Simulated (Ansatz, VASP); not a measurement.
## Two plane-wave programs on Sr

```
Sr
1.0
     4.65185    0.00000    0.00000
    -2.32593    3.62207    0.00000
     0.00000    0.00000    6.52238
Sr
2
Direct
  0.33333 0.66667 0.25000
  0.66667 0.33333 0.75000
```

Change from the starting cell: strain +e along x and -e along y +0.0550, strain +e along z and -e/2 along x and y -0.0700.

Alike in both runs: task single point; functional PBE; k mesh 12 × 12 × 6; occupations gaussian, width 0.15 eV; no spin polarisation.

|  | VASP | Ansatz |
| --- | --- | --- |
| version | VASP 6.6.1 | Ansatz 0.2.0 |
| potentials or method | VASP PAW PBE potentials, release 64 (Sr_sv), cutoff 520 eV | scalar-relativistic, plane waves, PAW |
| valence electrons in the cell | 20 | 20 |

|  | VASP | Ansatz | Ansatz less VASP |
| --- | --- | --- | --- |
| gap on the k mesh at the Fermi level (eV) | none | none | - |
| pressure (GPa) | 0.2 | 0.2 | 0.00 |
| traceless stress, the component that is largest in VASP (GPa) | -1.34 | -1.34 | +0.003 |
| rms of the force components (eV/Å) | 0.083 | 0.083 | -0.0002 |

Atom by atom the forces differ by 0.000 eV/Å (rms over components). A gap of «none» marks a metal or a gap that the smearing closes. The functional is the same, so the differences come from potentials, cutoffs and numerics.
